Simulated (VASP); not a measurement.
TiAl, 2 atoms in the cell. It takes space group Pm-3m (No. 221, cubic). Conventional cell: a = 3.179 Å, b = 3.179 Å, c = 3.179 Å, α = 90.00°, β = 90.00°, γ = 90.00°. Ti (site symmetry m-3m) has 8 Al at 2.75 Å and 6 Ti at 3.18 Å within 3.6 Å. Al (site symmetry m-3m) has 8 Ti at 2.75 Å and 6 Al at 3.18 Å within 3.6 Å. 

```yaml
Program: VASP 6.6.1
Task: single point
Functional: PBE
Potentials_or_basis: VASP PAW PBE potentials, release 64 (Ti_sv, Al)
Cutoff: 520 eV
k_mesh: 8 × 8 × 8
Occupations: gaussian, width 0.1 eV
Spin: no spin polarisation
Dipole_correction: no
Further_INCAR_settings: ALGO = Normal; EDIFF = 1e-07; NBANDS = 14
```

Potentials or basis: VASP PAW PBE potentials, release 64 (Ti_sv, Al).

Run with:

```console
$ cat potpaw_PBE.64/Ti_sv/POTCAR potpaw_PBE.64/Al/POTCAR > POTCAR
$ mpirun -np 1 vasp_std > vasp.out
```

Hardware: 1 thread of Intel Xeon 8259CL (shared host).

How long does it take, and how much memory?

Wall time 23 s on 1 thread of Intel Xeon 8259CL, on a shared host, peak memory 0.15 GiB. Counts: scf iterations 14, k points 35.
